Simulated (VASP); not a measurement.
Here is a VASP 6.6.1 calculation.

File INCAR:

```
  ALGO = Normal
  EDIFF = 1E-7
  EDIFFG = -0.002
  ENCUT = 600
  GGA = PE
  IBRION = 2
  ISIF = 3
  ISMEAR = 0
  IVDW = 12
  LASPH = T
  LCHARG = F
  LREAL = F
  LWAVE = F
  NELM = 80
  NSW = 100
  PREC = Accurate
  SIGMA = 0.02
```

KPOINTS

```
k-points
0
Gamma
  12 12 6
```

File POSCAR:

```
SnSe2
1.0
    3.8398693830      0.0000000000      0.0000000000
   -1.9199346915      3.3254244329      0.0000000000
    0.0000000000      0.0000000000      6.0101956466
Sn Se
1 2
Direct
    0.0000000000      0.0000000000      0.0000000000
    0.3333333333      0.6666666667      0.2651187504
    0.6666666667      0.3333333333      0.7348812496
```

Potentials or basis: VASP PAW PBE potentials, release 64 (Sn_d, Se).

Run with:

```bash
$ cat potpaw_PBE.64/Sn_d/POTCAR potpaw_PBE.64/Se/POTCAR > POTCAR
$ mpirun -np 1 vasp_std > vasp.out
```

Problem. Predict the relaxed cell.

Solution. a = 3.841 Å, b = 3.841 Å, c = 6.012 Å, α = 90.00°, β = 90.00°, γ = 120.00°.

Problem. Estimate the space group after relaxing (to 0.05 Å).

Solution. P-3m1 (No. 164).

Final structure:
```
Sn Se
1.0
     3.84070    0.00000    0.00000
    -1.92035    3.32614    0.00000
     0.00000    0.00000    6.01240
Sn Se
1 2
Direct
  0.00000 0.00000 0.00000
  0.33333 0.66667 0.26525
  0.66667 0.33333 0.73475
```
